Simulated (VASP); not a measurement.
# KCl (P1) in VASP: single point with PBEsol

Aim: the single point of KCl with PBEsol.

All numbers are computed with VASP 6.6.1; they aren't measurements. Logs are shortened: lines on timing, memory, paths and dates and some standing lists are left out, and cuts for length are marked.

### 1 The cell of the first run

The typed cell holds 4 atoms: a = 4.413 Å, b = 4.413 Å, c = 7.644 Å, α = 73.22°, β = 73.22°, γ = 60.00°.

### 2 Single point, PBEsol (atoms displaced along several vibrational modes)

INCAR

```
SYSTEM = KCl
PREC = Accurate
ENCUT = 520
EDIFF = 1E-7
ISMEAR = 0
SIGMA = 0.05
LREAL = .False.
LASPH = .True.
NELM = 100
ALGO = Normal
ISIF = 2
LWAVE = .False.
LCHARG = .True.
GGA = PS
LELF = .True.
LVHAR = .True.
NBANDS = 24
```

KPOINTS

```
regular mesh
0
Gamma
  6 6 6
  0 0 0
```

POSCAR

```
KCl
1.0
    0.0000000000     -3.1207041401     -3.1207041401
   -3.1207041401      0.0000000000     -3.1207041401
    3.1207041401      3.1207041401     -6.2414082803
K Cl
2 2
Direct
    0.4541649412      0.5824136927      0.4918648831
    0.0946457603      0.9013160735     -0.0081351169
    0.7230829979      0.7589723340      0.7589723340
    0.2230829979      0.2589723340      0.2589723340
```

Potentials or basis: VASP PAW PBE potentials, release 64 (K_sv, Cl).

The run is started by

```console
$ cat potpaw_PBE.64/K_sv/POTCAR potpaw_PBE.64/Cl/POTCAR > POTCAR
$ mpirun -np 1 vasp_std > vasp.out
```

OUTCAR:

```text
SYSTEM = KCl
   PREC = Accurate
   ENCUT = 520
   EDIFF = 1E-7
   ISMEAR = 0
   LREAL = .False.
   LASPH = .True.
   NELM = 100
   ISIF = 2
   GGA = PS

 ion  position               nearest neighbor table
   1  0.454  0.582  0.492-   4 2.84   3 3.07   3 3.13   4 3.14   4 3.20
   2  0.095  0.901  0.992-   3 2.70   4 2.87   3 3.10   4 3.23
   3  0.723  0.759  0.759-   2 2.70   1 3.07   2 3.10   1 3.13
   4  0.223  0.259  0.259-   1 2.84   2 2.87   1 3.14   1 3.20   2 3.23

  LATTYP: Found a trigonal (rhomboedric) cell.
 ALAT       =     7.6441327815
 COS(alpha) =     0.8333333333

  Lattice vectors:

 A1 = (   3.1207041401,   6.2414082802,  -3.1207041402)
 A2 = (   6.2414082802,   3.1207041401,  -3.1207041402)
 A3 = (   3.1207041401,   3.1207041401,  -6.2414082803)

Analysis of symmetry for initial positions (statically):
=====================================================================
 Subroutine PRICEL returns:
 Original cell was already a primitive cell.

 Routine SETGRP: Setting up the symmetry group for a
 trigonal (rhombohedral) supercell.

 Subroutine GETGRP returns: Found  1 space group operations
 (whereof  1 operations were pure point group operations)
 out of a pool of 12 trial point group operations.

The static configuration has the point symmetry C_1 .

Analysis of symmetry for dynamics (positions and initial velocities):
=====================================================================
 Subroutine PRICEL returns:
 Original cell was already a primitive cell.

 Routine SETGRP: Setting up the symmetry group for a
 trigonal (rhombohedral) supercell.

 Subroutine GETGRP returns: Found  1 space group operations
 (whereof  1 operations were pure point group operations)
 out of a pool of 12 trial point group operations.

The dynamic configuration has the point symmetry C_1 .

 Subroutine INISYM returns: Found  1 space group operations
 (whereof  1 operations are pure point group operations),
 and found     1 'primitive' translations

----------------------------------------------------------------------------------------

                                     Primitive cell

  volume of cell :     121.5676

  direct lattice vectors                    reciprocal lattice vectors
     0.000000000 -3.120704140 -3.120704140     0.080110125 -0.240330376 -0.080110125
    -3.120704140  0.000000000 -3.120704140    -0.240330376  0.080110125 -0.080110125
     3.120704140  3.120704140 -6.241408280     0.080110125  0.080110125 -0.080110125

  length of vectors
     4.413342119  4.413342119  7.644132782     0.265695228  0.265695228  0.138754807

  position of ions in fractional coordinates (direct lattice)
     0.454164941  0.582413693  0.491864883
     0.094645760  0.901316073  0.991864883
     0.723082998  0.758972334  0.758972334
     0.223082998  0.258972334  0.258972334

  ion indices of the primitive-cell ions
   primitive index   ion index
                 1           1
                 2           2
                 3           3
                 4           4

----------------------------------------------------------------------------------------

 KPOINTS: regular mesh

Automatic generation of k-mesh.
 Grid dimensions read from file:
 generate k-points for:    6    6    6

 Generating k-lattice:

  Cartesian coordinates                     Fractional coordinates (reciprocal lattice)
     0.013351688 -0.040055063 -0.013351688     0.166666667  0.000000000  0.000000000
    -0.040055063  0.013351688 -0.013351688     0.000000000  0.166666667  0.000000000
     0.013351688  0.013351688 -0.013351688     0.000000000  0.000000000  0.166666667

  Length of vectors
     0.044282538  0.044282538  0.023125801

  Shift w.r.t. Gamma in fractional coordinates (k-lattice)
     0.000000000  0.000000000  0.000000000

 Subroutine IBZKPT returns following result:
 ===========================================

 Found    112 irreducible k-points:

 Following reciprocal coordinates:
            Coordinates               Weight
  0.000000  0.000000  0.000000      1.000000
  0.166667  0.000000  0.000000      2.000000
  0.000000  0.166667  0.000000      2.000000
 -0.166667 -0.166667 -0.166667      2.000000
  0.333333  0.000000  0.000000      2.000000
  0.000000  0.333333  0.000000      2.000000
[... 16 lines left out ...]
 -0.166667  0.500000  0.000000      2.000000
 -0.333333  0.500000  0.500000      2.000000
 [... further k-points ...]
   k-points           NKPTS =    112   k-points in BZ     NKDIM =    112   number of bands    NBANDS=     24
   number of dos      NEDOS =    301   number of ions     NIONS =      4
   total plane-waves  NPLWV =  77760
   dimension x,y,z NGX =    36 NGY =   36 NGZ =   60
   dimension x,y,z NGXF=    72 NGYF=   72 NGZF=  120
   ions per type =               2   2
   NGX,Y,Z   is equivalent  to a cutoff of  13.56, 13.56, 13.05 a.u.
   NGXF,Y,Z  is equivalent  to a cutoff of  27.12, 27.12, 26.10 a.u.
 SYSTEM =  KCl
   PREC   = accura    normal or accurate (medium, high low for compatibility)
   ISTART =      0    job   : 0-new  1-cont  2-samecut
   ICHARG =      2    charge: 1-file 2-atom 10-const
   ISPIN  =      1    spin polarized calculation?
   LNONCOLLINEAR =      F non collinear calculations
   LSORBIT =      F    spin-orbit coupling
   LASPH  =      T    aspherical Exc in radial PAW
   ENCUT  =  520.0 eV  38.22 Ry    6.18 a.u.   8.21  8.21 14.21*2*pi/ulx,y,z
   NELM   =    100;   NELMIN=  2; NELMDL= -5     # of ELM steps
   EDIFF  = 0.1E-06   stopping-criterion for ELM
   LREAL  =      F    real-space projection
   EDIFFG = 0.1E-05   stopping-criterion for IOM
   NSW    =      0    number of steps for IOM
   IBRION =     -1    ionic relax: 0-MD 1-quasi-New 2-CG
   NFREE  =      0    steps in history (QN), initial steepest desc. (CG)
   ISIF   =      2    stress and relaxation
   ISYM   =      2    0-nonsym 1-usesym 2-fastsym
   POTIM  = 0.5000    time-step for ionic-motion
   TEBEG  =    0.0;   TEEND  =   0.0 temperature during run
   PSTRESS=    0.0 pullay stress
   NELECT =      32.0000    total number of electrons
   NUPDOWN=      -1.0000    fix difference up-down
   EMIN   =  10.00;   EMAX   =-10.00  energy-range for DOS
   EFERMI =   0.00;   METHOD = LEGACY
   ISMEAR =     0;   SIGMA  =   0.05  broadening in eV -4-tet -1-fermi 0-gaus
   EFERMI_NEDOS =   21; number of points for ismear=-14 and -15
   IALGO  =     38    algorithm
   IMIX   =      4    mixing-type and parameters
     AMIX     =   0.40;   BMIX     =  1.00
     AMIX_MAG =   1.60;   BMIX_MAG =  1.00
  volume/ion in A,a.u.               =      30.39       205.09
  Fermi-wavevector in a.u.,A,eV,Ry     =   1.049185  1.982673 14.977157  1.100790
  Thomas-Fermi vector in A             =   2.184138
   LORBIT       =      0    0 simple, 1 ext, 2 COOP (PROOUT), +10 PAW based schemes
   GGA     = PS    functional components
   LHFCALC =     F    Hartree Fock is set to
   AEXX    =    0.0000 exact exchange contribution
   IVDW    =     0    specifies the selected vdW correction
   LEPSILON=     F    determine dielectric tensor
   LRPA    =     F    only Hartree local field effects (RPA)
 non-spin polarized calculation
 Gauss-broadening in eV      SIGMA  =   0.05
  energy-cutoff  :      520.00
  volume of cell :      121.57
 maximum number of plane-waves:      3292
 NGX is ok and might be reduce to    36
   NGX = 17   NGY = 17   NGZ = 29

 number of electron      32.0000002 magnetization

 Free energy of the ion-electron system (eV)
  ---------------------------------------------------
  ext. energy  EPLUGINS =         0.00000000
  ---------------------------------------------------
  free energy    TOTEN  =       -13.75262246 eV

  energy without entropy =      -13.75262246  energy(sigma->0) =      -13.75262246

 E-fermi :  -1.6284     XC(G=0):  -7.7947

 val. band max:       -1.8432148736   @ k =   0.0000   0.0000   0.0000
 cond. band min:       3.2731424146   @ k =   0.0000   0.0000   0.0000
 fundamental gap:      5.1163572881
 Fermi energy:        -1.6284028116

 k-point     1 :       0.0000    0.0000    0.0000
  band No.  band energies     occupation
      1     -28.7752      2.00000
      2     -28.7132      2.00000
      3     -14.2272      2.00000
      4     -14.0004      2.00000
      5     -12.3258      2.00000
      6     -12.3136      2.00000
[... 16 lines left out ...]
     23       7.4168      0.00000
     24       7.7686      0.00000

 k-point     2 :       0.1667    0.0000    0.0000
  band No.  band energies     occupation
      1     -28.7729      2.00000
      2     -28.7113      2.00000
      3     -14.1822      2.00000
      4     -14.0419      2.00000
      5     -12.3678      2.00000
      6     -12.3356      2.00000
[... 16 lines left out ...]
     23       7.6653      0.00000
     24       8.0042      0.00000

 k-point     3 :       0.0000    0.1667    0.0000
  band No.  band energies     occupation
      1     -28.7729      2.00000
      2     -28.7114      2.00000
      3     -14.1767      2.00000
      4     -14.0420      2.00000
      5     -12.3620      2.00000
      6     -12.3261      2.00000
[... 16 lines left out ...]
     23       7.6291      0.00000
     24       8.1322      0.00000

 k-point     4 :      -0.1667   -0.1667   -0.1667
  band No.  band energies     occupation
      1     -28.7728      2.00000
      2     -28.7113      2.00000
      3     -14.1816      2.00000
      4     -14.0405      2.00000
      5     -12.3570      2.00000
      6     -12.3397      2.00000
[... 16 lines left out ...]
     23       7.7767      0.00000
     24       7.8620      0.00000

 k-point     5 :       0.3333    0.0000    0.0000
  band No.  band energies     occupation
      1     -28.7683      2.00000
      2     -28.7073      2.00000
      3     -14.1433      2.00000
      4     -14.0603      2.00000
      5     -12.4306      2.00000
      6     -12.3597      2.00000
[... 451 lines left out ...]
 k-point    22 :      -0.1667    0.3333   -0.1667
  band No.  band energies     occupation
      1     -28.7660      2.00000
      2     -28.7057      2.00000
      3     -14.1038      2.00000
      4     -14.0696      2.00000
      5     -12.4203      2.00000
      6     -12.3857      2.00000
[... 16 lines left out ...]
     23       8.6046      0.00000
     24       8.7428      0.00000

 k-point    23 :      -0.1667    0.5000    0.0000
  band No.  band energies     occupation
      1     -28.7661      2.00000
      2     -28.7057      2.00000
      3     -14.1103      2.00000
      4     -14.0612      2.00000
      5     -12.4262      2.00000
      6     -12.3868      2.00000
[... 16 lines left out ...]
     23       8.5113      0.00000
     24       8.8463      0.00000

 k-point    24 :      -0.3333    0.5000    0.5000
  band No.  band energies     occupation
      1     -28.7659      2.00000
      2     -28.7057      2.00000
      3     -14.1135      2.00000
      4     -14.0659      2.00000
      5     -12.4084      2.00000
      6     -12.3920      2.00000
[... 16 lines left out ...]
     23       8.3048      0.00000
     24       8.7823      0.00000

 [... further k-points ...]
[... 5 lines left out ...]
  --------------------------------------------------------------------------------------
  -------------------------------------------------------------------------------------
  Total        1.4971599      1.9688489     -0.0058620      0.4492508      0.0232948     -0.1341623
  in kB       19.7315402     25.9480778     -0.0772573      5.9208179      0.3070092     -1.7681666
  external PRESSURE =      15.2007869 kB  Pullay stress =       0.0000000 kB

 VOLUME and BASIS-vectors are now :
 -----------------------------------------------------------------------------
  energy-cutoff  :      520.00
  volume of cell :      121.57
      direct lattice vectors                 reciprocal lattice vectors
     0.000000000 -3.120704140 -3.120704140     0.080110125 -0.240330376 -0.080110125
    -3.120704140  0.000000000 -3.120704140    -0.240330376  0.080110125 -0.080110125
     3.120704140  3.120704140 -6.241408280     0.080110125  0.080110125 -0.080110125

 POSITION                                       TOTAL-FORCE (eV/Angst)
 -----------------------------------------------------------------------------------
     -0.28258      0.11765     -6.30478         0.520807     -0.036065      0.083495
      0.28258      2.79996     -9.29874        -0.369219      0.925303     -0.054648
      0.00000      0.11200     -9.36211        -0.079422     -0.850078     -0.043775
      0.00000      0.11200     -3.12070        -0.072166     -0.039160      0.014929
 -----------------------------------------------------------------------------------
    total drift:                               -0.000234     -0.000146     -0.000045

  FREE ENERGIE OF THE ION-ELECTRON SYSTEM (eV)
  ---------------------------------------------------
  free  energy   TOTEN  =       -13.7526224602 eV

  energy  without entropy=      -13.7526224602  energy(sigma->0) =      -13.75262246
```

It took 3.2 min on 1 thread of Intel Xeon 6975P-C (Granite Rapids), shared host; peak memory 0.43 GiB.

Results:

```
Free energy            : -13.7526 eV
Pressure               : 1.5 GPa
Largest force          : 0.998 eV/Å
Band gap on the k mesh : 5.12 eV
```

Forces in eV/Å, atoms in the order of the input:
```
K    0.521 -0.036  0.083
K   -0.369  0.925 -0.055
Cl  -0.079 -0.850 -0.044
Cl  -0.072 -0.039  0.015
```

Stress tensor (GPa, compression positive):
```
 1.97  0.59 -0.18
 0.59  2.59  0.03
-0.18  0.03 -0.01
```

Levels at points of the mesh, in eV from the valence-band top:
| k point | band 12 | band 13 | band 14 | band 15 | band 16 | band 17 | band 18 | band 19 | band 20 | band 21 |
| --- | --- | --- | --- | --- | --- | --- | --- | --- | --- | --- |
| (0.00, 0.00, 0.00) | -0.32 | -0.27 | -0.03 | -0.01 | 0.00 | 5.12 | 7.29 | 8.18 | 8.41 | 8.61 |
| (0.50, 0.00, 0.00) | -0.75 | -0.42 | -0.35 | -0.32 | -0.22 | 7.31 | 7.35 | 8.01 | 8.30 | 9.54 |
| (0.00, 0.50, 0.00) | -0.77 | -0.45 | -0.37 | -0.33 | -0.20 | 7.25 | 7.47 | 8.07 | 8.37 | 9.55 |
| (0.50, 0.50, 0.50) | -0.77 | -0.41 | -0.39 | -0.29 | -0.20 | 7.20 | 7.49 | 8.15 | 8.28 | 9.83 |
| (0.50, 0.50, 0.00) | -0.66 | -0.35 | -0.28 | -0.21 | -0.21 | 6.61 | 7.32 | 8.14 | 8.60 | 10.07 |
| (0.00, 0.50, 0.50) | -0.63 | -0.37 | -0.33 | -0.24 | -0.16 | 6.51 | 7.49 | 8.35 | 8.70 | 9.64 |
| (0.50, 0.00, 0.50) | -0.62 | -0.35 | -0.32 | -0.24 | -0.16 | 6.49 | 7.41 | 8.31 | 8.66 | 9.41 |
| (0.00, 0.00, 0.50) | -0.60 | -0.23 | -0.21 | -0.10 | -0.07 | 6.35 | 6.40 | 7.89 | 7.96 | 9.10 |

Caveat: the cell differs from its parent crystal (atoms displaced along several vibrational modes); the PAW data sets were made with another functional, which shifts forces and pressure a little. A k mesh can miss the band edges.
